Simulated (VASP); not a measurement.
Input of a VASP 6.6.1 run:

Contents of INCAR:

```
PREC = Accurate
ENCUT = 520
EDIFF = 1E-6
ISMEAR = 0
SIGMA = 0.02
LREAL = False
LASPH = True
NELM = 100
ALGO = Normal
ISIF = 2
LWAVE = False
LCHARG = True
LDIPOL = True
IDIPOL = 3
DIPOL = 0.5 0.5 0.271
GGA = PE
IVDW = 12
LELF = True
LVHAR = True
LVACPOTAV = True
NBANDS = 25
```

File KPOINTS:

```
Automatic mesh
0
Gamma
  6 6 1
```

POSCAR

```
MgI2
1.0
    4.1291188703      0.0000000000      0.0000000000
   -2.0645594352      3.5759218369      0.0000000000
    0.0000000000      0.0000000000     44.2065077502
Mg I
2 4
Direct
    0.0000000000      0.0000000000      0.1937108990
    0.3333333333      0.6666666667      0.3491955920
    0.3333333333      0.6666666667      0.2316594064
    0.6666666667      0.3333333333      0.1556767468
    0.6666666667      0.3333333333      0.3872297441
    0.0000000000      0.0000000000      0.3112470845
```

Potentials or basis: VASP PAW PBE potentials, release 64 (Mg, I).

Command:

```sh
$ cat potpaw_PBE.64/Mg/POTCAR potpaw_PBE.64/I/POTCAR > POTCAR
$ mpirun -np 1 vasp_std > vasp.out
```

**Question.** What does it give for the band gap on the k mesh?

**Answer.** 3.44 eV, indirect (least direct gap 3.88 eV).

**Question.** Estimate the largest force.

**Answer.** 0.011 eV/Å.

**Question.** Estimate the ionisation potential of the upper face.

**Answer.** 6.33 eV.

**Question.** Predict the dispersion energy per atom.

**Answer.** -0.273 eV.

Forces in eV/Å, atoms in the order of the input:
```
Mg   0.000  0.000 -0.002
Mg   0.000  0.000  0.002
I    0.000  0.000 -0.008
I    0.000  0.000  0.011
I    0.000  0.000 -0.011
I    0.000  0.000  0.008
```

Caveat: spin-orbit coupling is left out, which moves the levels of the heavy elements.
